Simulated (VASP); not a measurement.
A run of VASP 6.6.1 is set up as follows.

File INCAR:

```
PREC     = Accurate       # precision mode
ENCUT    = 600            # plane-wave cutoff, eV
EDIFF    = 1E-6           # SCF threshold, eV
ISMEAR   = -1             # smearing method
SIGMA    = 0.1            # smearing width, eV
LREAL    = False          # projectors in reciprocal space
LASPH    = True           # aspherical terms in the spheres
NELM     = 150            # most SCF steps
ALGO     = Normal         # electronic algorithm
ISIF     = 3              # what is computed and relaxed
LWAVE    = False          # write WAVECAR
LCHARG   = False          # write CHGCAR
ISPIN    = 2              # spin polarisation
MAGMOM   = 2.5            # initial moments
LORBIT   = 11             # projections on sites
LMAXMIX  = 4              # l up to which the mixer works
GGA      = PE             # functional
IBRION   = 2              # ionic algorithm
NSW      = 60             # ionic steps
EDIFFG   = -0.005         # ionic threshold
```

The input KPOINTS:

```
Automatic mesh
0
Gamma
  18 18 18
```

Contents of POSCAR:

```
Fe
1.0
    2.3066674834      0.0000000000      0.0000000000
    0.0000000000      2.3066674834      0.0000000000
    0.0000000000      0.0000000000      2.3066674834
Fe
1
Direct
    0.0000000000      0.0000000000      0.0000000000
```

Potentials or basis: VASP PAW PBE potentials, release 64 (Fe).

The run is started by

```sh
$ cat potpaw_PBE.64/Fe/POTCAR > POTCAR
$ mpirun -np 1 vasp_std > vasp.out
```

Problem. Predict the net moment.

Solution. 2.38 μB per cell.

Problem. Estimate the relaxed cell.

Solution. a = 2.367 Å, b = 2.367 Å, c = 2.367 Å, α = 90.00°, β = 90.00°, γ = 90.00°.

Problem. Predict the site moments.

Solution. Fe +2.37 μB.

Problem. Estimate the relaxed volume.

Solution. 13.27 Å³/atom.

Final structure:
```cif
data_structure
_symmetry_space_group_name_H-M 'P 1'
_symmetry_Int_Tables_number 1
_cell_length_a 2.3674
_cell_length_b 2.3674
_cell_length_c 2.3674
_cell_angle_alpha 90.000
_cell_angle_beta 90.000
_cell_angle_gamma 90.000
_cell_volume 13.27
loop_
_atom_site_label
_atom_site_type_symbol
_atom_site_fract_x
_atom_site_fract_y
_atom_site_fract_z
_atom_site_occupancy
Fe1 Fe 0.00000 0.00000 0.00000 1
```
